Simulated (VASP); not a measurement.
# NaCl in VASP: notebook

NaCl is run at these levels: PBE; tasks: relaxation of shape and atoms at fixed volume, single point, relaxation of cell and atoms.

All numbers are computed with VASP 6.6.1; they aren't measurements. Logs are shortened: lines on timing, memory, paths and dates and some standing lists are left out, and cuts for length are marked.

### 1 The cell of the first run

Symmetry: P4/mmm, No. 123, tetragonal system. The conventional cell has a = 3.807 Å, b = 3.807 Å, c = 6.063 Å, α = 90.00°, β = 90.00°, γ = 90.00°. Within 3.5 Å of Na (site symmetry 4/mmm) lie 4 Cl at 2.69 Å. Within 3.5 Å of Cl (site symmetry 4/mmm) lie 4 Na at 2.69 Å.

### 2 Relaxation of shape and atoms at fixed volume, PBE (43.95 Å³/atom)

Input file INCAR:

```
  PREC = Accurate
  ENCUT = 600
  EDIFF = 1E-6
  ISMEAR = 0
  SIGMA = 0.02
  LREAL = False
  LASPH = True
  NELM = 60
  ALGO = Normal
  ISIF = 4
  LWAVE = False
  LCHARG = False
  GGA = PE
  IBRION = 2
  NSW = 50
  EDIFFG = -0.01
```

Input file KPOINTS:

```
regular mesh
0
Gamma
  6 6 4
```

Input file POSCAR:

```
NaCl
1.0
    3.8073538240      0.0000000000      0.0000000000
    0.0000000000      3.8073538240      0.0000000000
    0.0000000000      0.0000000000      6.0634553312
Na Cl
1 1
Direct
    0.5000000000      0.5000000000      0.5000000000
    0.0000000000      0.0000000000      0.5000000000
```

Potentials or basis: VASP PAW PBE potentials, release 64 (Na_pv, Cl).

The run is started by

```bash
cat potpaw_PBE.64/Na_pv/POTCAR potpaw_PBE.64/Cl/POTCAR > POTCAR
mpirun -np 1 vasp_std > vasp.out
```

OUTCAR:

```text
PREC = Accurate
   ENCUT = 600
   EDIFF = 1E-6
   ISMEAR = 0
   LREAL = False
   LASPH = True
   NELM = 60
   ISIF = 4
   GGA = PE
   IBRION = 2
   NSW = 50
   EDIFFG = -0.01

 ion  position               nearest neighbor table
   1  0.500  0.500  0.500-   2 2.69   2 2.69   2 2.69   2 2.69
   2  0.000  0.000  0.500-   1 2.69   1 2.69   1 2.69   1 2.69

  LATTYP: Found a simple tetragonal cell.
 ALAT       =     3.8073538240
 C/A-ratio  =     1.5925641828

  Lattice vectors:

 A1 = (   3.8073538240,   0.0000000000,   0.0000000000)
 A2 = (   0.0000000000,   3.8073538240,   0.0000000000)
 A3 = (   0.0000000000,   0.0000000000,   6.0634553312)

Analysis of symmetry for initial positions (statically):
=====================================================================
 Subroutine PRICEL returns:
 Original cell was already a primitive cell.

 Routine SETGRP: Setting up the symmetry group for a
 simple tetragonal supercell.

 Subroutine GETGRP returns: Found 16 space group operations
 (whereof 16 operations were pure point group operations)
 out of a pool of 16 trial point group operations.

The static configuration has the point symmetry D_4h.

Analysis of symmetry for dynamics (positions and initial velocities):
=====================================================================
 Subroutine PRICEL returns:
 Original cell was already a primitive cell.

 Routine SETGRP: Setting up the symmetry group for a
 simple tetragonal supercell.

 Subroutine GETGRP returns: Found 16 space group operations
 (whereof 16 operations were pure point group operations)
 out of a pool of 16 trial point group operations.

The dynamic configuration has the point symmetry D_4h.

 Subroutine INISYM returns: Found 16 space group operations
 (whereof 16 operations are pure point group operations),
 and found     1 'primitive' translations

----------------------------------------------------------------------------------------

                                     Primitive cell

  volume of cell :      87.8955

  direct lattice vectors                    reciprocal lattice vectors
     3.807353824  0.000000000  0.000000000     0.262649611  0.000000000  0.000000000
     0.000000000  3.807353824  0.000000000     0.000000000  0.262649611  0.000000000
     0.000000000  0.000000000  6.063455331     0.000000000  0.000000000  0.164922465

  length of vectors
     3.807353824  3.807353824  6.063455331     0.262649611  0.262649611  0.164922465

  position of ions in fractional coordinates (direct lattice)
     0.500000000  0.500000000  0.500000000
     0.000000000  0.000000000  0.500000000

  ion indices of the primitive-cell ions
   primitive index   ion index
                 1           1
                 2           2

----------------------------------------------------------------------------------------

 KPOINTS: regular mesh

Automatic generation of k-mesh.
 Grid dimensions read from file:
 generate k-points for:    6    6    4

 Generating k-lattice:

  Cartesian coordinates                     Fractional coordinates (reciprocal lattice)
     0.043774935  0.000000000  0.000000000     0.166666667  0.000000000  0.000000000
     0.000000000  0.043774935  0.000000000     0.000000000  0.166666667  0.000000000
     0.000000000  0.000000000  0.041230616     0.000000000  0.000000000  0.250000000

  Length of vectors
     0.043774935  0.043774935  0.041230616

  Shift w.r.t. Gamma in fractional coordinates (k-lattice)
     0.000000000  0.000000000  0.000000000

 Subroutine IBZKPT returns following result:
 ===========================================

 Found     30 irreducible k-points:

 Following reciprocal coordinates:
            Coordinates               Weight
  0.000000  0.000000  0.000000      1.000000
  0.166667  0.000000  0.000000      4.000000
  0.333333  0.000000  0.000000      4.000000
  0.500000  0.000000  0.000000      2.000000
  0.166667  0.166667  0.000000      4.000000
  0.333333  0.166667  0.000000      8.000000
[... 16 lines left out ...]
  0.333333  0.000000  0.500000      4.000000
  0.500000  0.000000  0.500000      2.000000
 [... further k-points ...]
   k-points           NKPTS =     30   k-points in BZ     NKDIM =     30   number of bands    NBANDS=     11
   number of dos      NEDOS =    301   number of ions     NIONS =      2
   total plane-waves  NPLWV =  43200
   dimension x,y,z NGX =    30 NGY =   30 NGZ =   48
   dimension x,y,z NGXF=    60 NGYF=   60 NGZF=   96
   ions per type =               1   1
   NGX,Y,Z   is equivalent  to a cutoff of  13.10, 13.10, 13.16 a.u.
   NGXF,Y,Z  is equivalent  to a cutoff of  26.20, 26.20, 26.32 a.u.
 SYSTEM =  unknown system
   PREC   = accura    normal or accurate (medium, high low for compatibility)
   ISTART =      0    job   : 0-new  1-cont  2-samecut
   ICHARG =      2    charge: 1-file 2-atom 10-const
   ISPIN  =      1    spin polarized calculation?
   LNONCOLLINEAR =      F non collinear calculations
   LSORBIT =      F    spin-orbit coupling
   LASPH  =      T    aspherical Exc in radial PAW
   ENCUT  =  600.0 eV  44.10 Ry    6.64 a.u.   7.60  7.60 12.11*2*pi/ulx,y,z
   NELM   =     60;   NELMIN=  2; NELMDL= -5     # of ELM steps
   EDIFF  = 0.1E-05   stopping-criterion for ELM
   LREAL  =      F    real-space projection
   EDIFFG = -.1E-01   stopping-criterion for IOM
   NSW    =     50    number of steps for IOM
   IBRION =      2    ionic relax: 0-MD 1-quasi-New 2-CG
   NFREE  =      1    steps in history (QN), initial steepest desc. (CG)
   ISIF   =      4    stress and relaxation
   ISYM   =      2    0-nonsym 1-usesym 2-fastsym
   POTIM  = 0.5000    time-step for ionic-motion
   TEBEG  =    0.0;   TEEND  =   0.0 temperature during run
   PSTRESS=    0.0 pullay stress
   NELECT =      14.0000    total number of electrons
   NUPDOWN=      -1.0000    fix difference up-down
   EMIN   =  10.00;   EMAX   =-10.00  energy-range for DOS
   EFERMI =   0.00;   METHOD = LEGACY
   ISMEAR =     0;   SIGMA  =   0.02  broadening in eV -4-tet -1-fermi 0-gaus
   EFERMI_NEDOS =   21; number of points for ismear=-14 and -15
   IALGO  =     38    algorithm
   IMIX   =      4    mixing-type and parameters
     AMIX     =   0.40;   BMIX     =  1.00
     AMIX_MAG =   1.60;   BMIX_MAG =  1.00
  volume/ion in A,a.u.               =      43.95       296.57
  Fermi-wavevector in a.u.,A,eV,Ry     =   0.887419  1.676978 10.714753  0.787512
  Thomas-Fermi vector in A             =   2.008714
   LORBIT       =      0    0 simple, 1 ext, 2 COOP (PROOUT), +10 PAW based schemes
   GGA     = PE    functional components
   LHFCALC =     F    Hartree Fock is set to
   AEXX    =    0.0000 exact exchange contribution
   IVDW    =     0    specifies the selected vdW correction
   LEPSILON=     F    determine dielectric tensor
   LRPA    =     F    only Hartree local field effects (RPA)
 conjugate gradient relaxation of ions
 non-spin polarized calculation
 Gauss-broadening in eV      SIGMA  =   0.02
  energy-cutoff  :      600.00
  volume of cell :       87.90
 maximum number of plane-waves:      2947
   NGX = 15   NGY = 15   NGZ = 25

--------------------------------------- Ionic step        1  -------------------------------------------

 number of electron      13.9999988 magnetization

 Free energy of the ion-electron system (eV)
  ---------------------------------------------------
  ext. energy  EPLUGINS =         0.00000000
  ---------------------------------------------------
  free energy    TOTEN  =        -6.49204410 eV

  energy without entropy =       -6.49204410  energy(sigma->0) =       -6.49204410

------------------------ aborting loop because EDIFF is reached ----------------------------------------

  FORCE on cell =-STRESS in cart. coord.  units (eV):
  Direction    XX          YY          ZZ          XY          YZ          ZX
  --------------------------------------------------------------------------------------
  -------------------------------------------------------------------------------------
  Total        0.3361741      0.3361741      0.0119523      0.0000000      0.0000000      0.0000000
  in kB        6.1278500      6.1278500      0.2178689      0.0000000      0.0000000      0.0000000
  external PRESSURE =       4.1578563 kB  Pullay stress =       0.0000000 kB
[... 57 lines left out ...]
  energy  without entropy=       -6.4935238900  energy(sigma->0) =       -6.49352389

--------------------------------------- Ionic step        3  -------------------------------------------

 number of electron      14.0000004 magnetization

 Free energy of the ion-electron system (eV)
  ---------------------------------------------------
  ext. energy  EPLUGINS =         0.00000000
  ---------------------------------------------------
  free energy    TOTEN  =        -6.49548790 eV

  energy without entropy =       -6.49548790  energy(sigma->0) =       -6.49548790

 E-fermi :  -3.4104     XC(G=0):  -5.2384

 val. band max:       -3.5557395515   @ k =   0.5000   0.5000   0.0000
 cond. band min:       0.9751296680   @ k =   0.0000   0.0000   0.0000
 fundamental gap:      4.5308692195
 Fermi energy:        -3.4104182516

 k-point     1 :       0.0000    0.0000    0.0000
  band No.  band energies     occupation
      1     -24.7622      2.00000
      2     -24.6736      2.00000
      3     -24.6736      2.00000
      4     -15.8354      2.00000
      5      -4.0234      2.00000
      6      -3.6253      2.00000
      7      -3.6253      2.00000
      8       0.9751      0.00000
      9       4.8611      0.00000
     10       5.5476      0.00000
     11       5.7317      0.00000
[... 309 lines left out ...]
 k-point    24 :       0.5000    0.0000    0.5000
  band No.  band energies     occupation
      1     -24.7607      2.00000
      2     -24.6978      2.00000
      3     -24.6708      2.00000
      4     -15.6445      2.00000
      5      -5.0513      2.00000
      6      -3.8347      2.00000
      7      -3.5773      2.00000
      8       3.1867      0.00000
      9       4.9585      0.00000
     10       5.2309      0.00000
     11       5.6052      0.00000

 [... further k-points ...]
[... 5 lines left out ...]
  --------------------------------------------------------------------------------------
  -------------------------------------------------------------------------------------
  Total        0.0164383      0.0164383      0.0086418      0.0000000      0.0000000      0.0000000
  in kB        0.2996398      0.2996398      0.1575247      0.0000000      0.0000000      0.0000000
  external PRESSURE =       0.2522681 kB  Pullay stress =       0.0000000 kB
[... 17 lines left out ...]
  FREE ENERGIE OF THE ION-ELECTRON SYSTEM (eV)
  ---------------------------------------------------
  free  energy   TOTEN  =        -6.4954878977 eV

  energy  without entropy=       -6.4954878977  energy(sigma->0) =       -6.49548790

 reached required accuracy - stopping structural energy minimisation
```

Wall time 84 s (1 thread of Intel Xeon 8259CL, shared host); peak memory 0.21 GiB.

Results:

- Free energy: -6.4955 eV
- Energy gained by relaxing: 1.7 meV/atom
- Ionic steps: 3
- Pressure after relaxing: 0.0 GPa
- Band gap on the k mesh: 4.53 eV (least direct gap 4.60 eV)

Step by step:
```
step  energy change (eV)  largest force (eV/Å)  pressure (GPa)  volume (Å³)
   1              0.0000                0.0000            0.42        87.90
   2             -0.0015                0.0000            0.31        87.90
   3             -0.0034                0.0000            0.03        87.90
```

Final structure:
```
Na Cl
1.0
     3.84748    0.00000    0.00000
     0.00000    3.84748    0.00000
     0.00000    0.00000    5.93765
Na Cl
1 1
Direct
  0.50000 0.50000 0.50000
  0.00000 0.00000 0.50000
```

Levels at points of the mesh, in eV from the valence-band top:
```tsv
k point	band 5	band 6	band 7	band 8	band 9	band 10
(0.00, 0.00, 0.00)	-0.47	-0.07	-0.07	4.53	8.42	9.10
(0.50, 0.00, 0.00)	-1.51	-0.22	-0.02	7.28	7.47	8.25
(0.50, 0.50, 0.00)	-1.11	-1.11	0.00	7.24	9.91	9.91
(0.00, 0.00, 0.50)	-0.57	-0.07	-0.07	5.81	6.15	9.36
(0.50, 0.00, 0.50)	-1.50	-0.28	-0.02	6.74	8.51	8.79
(0.50, 0.50, 0.50)	-1.11	-1.11	-0.04	7.63	8.80	8.80
```

A k mesh can miss the band edges.

### 3 Single point, PBE

This run uses another cell than the first one: it holds 8 atoms, not 2.

Input file INCAR:

```
SYSTEM = NaCl
  PREC = Accurate
  ENCUT = 520
  EDIFF = 1E-6
  ISMEAR = 0
  SIGMA = 0.1
  LREAL = .FALSE.
  LASPH = .TRUE.
  NELM = 80
  ALGO = Normal
  ISIF = 2
  LWAVE = .FALSE.
  LCHARG = .TRUE.
  GGA = PE
  LELF = .TRUE.
  LVHAR = .TRUE.
  NBANDS = 38
```

Input file KPOINTS:

```
regular mesh
0
G
  4 2 1
  0 0 0
```

Input file POSCAR:

```
NaCl
1.0
    0.0000775668     -3.8463812850     -0.0466854347
   -7.7102388856      0.0000854868      0.0144299132
    0.0239193965     -0.1497733992    -12.5151159993
Na Cl
4 4
Direct
    0.4928183750      0.7506174883      0.7463749336
    0.5074624512      0.7492052094      0.2529347174
    0.4925784443      0.2505486567      0.7467257374
    0.5068827568      0.2494119643      0.2535604683
   -0.0068927732      0.0005887635      0.7453081388
    0.0074764060     -0.0004295079      0.2507098599
   -0.0074594916      0.5006152006      0.7483920203
    0.0071338314      0.4994422252      0.2559941243
```

Potentials or basis: VASP PAW PBE potentials, release 64 (Na_pv, Cl).

The run is started by

```bash
cat potpaw_PBE.64/Na_pv/POTCAR potpaw_PBE.64/Cl/POTCAR > POTCAR
mpirun -np 1 vasp_std > vasp.out
```

Wall time 2.5 min (1 thread of Intel Xeon 8259CL, shared host); peak memory 0.43 GiB.

It converged, with:

```
Free energy            : -25.9762 eV
Pressure               : 0.0 GPa
Largest force          : 0.008 eV/Å
Band gap on the k mesh : 4.57 eV
```

Forces on the atoms (eV/Å):
```
Na   0.001  0.000 -0.004
Na  -0.007  0.001 -0.002
Na  -0.002 -0.002 -0.002
Na   0.000 -0.003  0.002
Cl   0.000  0.003  0.002
Cl   0.006  0.001 -0.004
Cl   0.000  0.000  0.004
Cl   0.000  0.002  0.004
```

Levels at points of the mesh, in eV from the valence-band top:
| k point | band 24 | band 25 | band 26 | band 27 | band 28 | band 29 | band 30 | band 31 | band 32 | band 33 |
| --- | --- | --- | --- | --- | --- | --- | --- | --- | --- | --- |
| (0.00, 0.00, 0.00) | -0.07 | -0.06 | -0.05 | -0.01 | -0.01 | 4.57 | 5.67 | 6.06 | 6.79 | 7.30 |
| (0.50, 0.00, 0.00) | -0.22 | -0.02 | -0.02 | -0.02 | 0.00 | 6.81 | 7.28 | 7.30 | 7.49 | 7.58 |
| (0.00, 0.50, 0.00) | -0.35 | -0.04 | -0.03 | -0.03 | -0.03 | 5.43 | 5.43 | 6.36 | 6.36 | 6.71 |
| (0.50, 0.50, 0.00) | -0.60 | -0.14 | -0.14 | -0.11 | -0.11 | 7.39 | 7.39 | 7.54 | 7.54 | 8.19 |

(Part 1 of 2 ends here.)
